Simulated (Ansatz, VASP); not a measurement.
# Ti2In: VASP beside Ansatz

```
Ti In
1.0
     5.01900    0.00000    0.00000
    -2.50950    4.34658    0.00000
     0.00000    0.00000    2.76646
Ti In
2 1
Cartesian
  0.0000 2.8977 1.3832
  2.5095 1.4489 1.3832
  0.0000 0.0000 1.3832
```

Alike in both runs: functional PBE; k mesh 6 × 6 × 6; occupations gaussian, width 0.1 eV; no spin polarisation.

Ansatz relaxed the structure, and its values are those at the end. VASP's run is a single point on that final structure, the one shown.

|  | VASP | Ansatz |
| --- | --- | --- |
| version | VASP 6.6.1 | Ansatz 0.2.0 |
| potentials or method | VASP PAW PBE potentials, release 64 (Ti_sv, In_d), cutoff 520 eV | scalar-relativistic, plane waves, PAW |
| valence electrons in the cell | 37 | 37 |

|  | VASP | Ansatz | Ansatz less VASP |
| --- | --- | --- | --- |
| gap on the k mesh at the Fermi level (eV) | none | none | - |
| pressure (GPa) | 0.0 | 0.1 | +0.05 |

A gap of «none» marks a metal or a gap that the smearing closes. The functional is the same, so the differences come from potentials, cutoffs and numerics.

The k mesh is coarse, so the values compare programs but aren't converged.
